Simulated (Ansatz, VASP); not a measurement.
## Two plane-wave programs on WC

The input INCAR:

```
SYSTEM = WC
PREC = Accurate ; ENCUT = 600
EDIFF = 1E-7 ; ISMEAR = -1
SIGMA = 0.05 ; LREAL = .False.
LASPH = .True. ; NELM = 60
ALGO = Normal ; ISIF = 3
LWAVE = .False. ; LCHARG = .False.
GGA = CA ; IBRION = 2
NSW = 100 ; EDIFFG = -0.002
```

File KPOINTS:

```
Automatic mesh
0
Gamma
  16 16 14
  0 0 0
```

The input POSCAR:

```
WC
1.0
    2.9065000000      0.0000000000      0.0000000000
   -1.4532500000      2.5171028361      0.0000000000
    0.0000000000      0.0000000000      2.8366000000
W C
1 1
Direct
    0.0000000000      0.0000000000      0.0000000000
    0.6666666667      0.3333333333      0.5000000000
```

Input for Ansatz:

```yaml
crystal:
  lattice:
    - [2.9065, 0.0, 0.0]
    - [-1.45325, 2.5171028361, 0.0]
    - [0.0, 0.0, 2.8366]
  atoms:
    - { symbol: W, position: [0.0, 0.0, 0.0] }
    - { symbol: C, position: [0.666666666667, 0.333333333333, 0.5] }
kpoints:
  mp_grid: { grid: [16, 16, 14] }
scf:
  occupations: { method: fermi_dirac, width: 0.05 }
hamiltonian:
  xc: lda
  pseudopotentials: { kind: paw }
relax:
  f_tol: 0.002
  max_steps: 80
  cell: {}
output:
  forces: true
  stress: true
  write_density: true
  write_potential: true
  elf: true
  volumetric_format: npy
```

Alike in both runs: task relaxation of cell and atoms; functional LDA; k mesh 16 × 16 × 14; occupations fermi-dirac, width 0.05 eV; no spin polarisation.

|  | VASP | Ansatz |
| --- | --- | --- |
| version | VASP 6.6.1 | Ansatz 0.2.0 |
| potentials or method | VASP PAW LDA potentials, release 64 (W_sv, C) | PAW with Ansatz's default frozen-core files, scalar-relativistic |
| plane-wave cutoff (eV) | 600 | 420 |
| valence electrons in the cell | 18 | 18 |

```tsv
	VASP	Ansatz	Ansatz less VASP
relaxed volume (Å³/atom)	10.19	10.13	-0.062
relaxed length of the cell vector where the two differ most in proportion (Å)	2.818	2.812	-0.0061
```

LDA's correlation is that of Perdew and Zunger in VASP and of Perdew and Wang (1992) in Ansatz.

Neither program's run includes spin-orbit coupling.
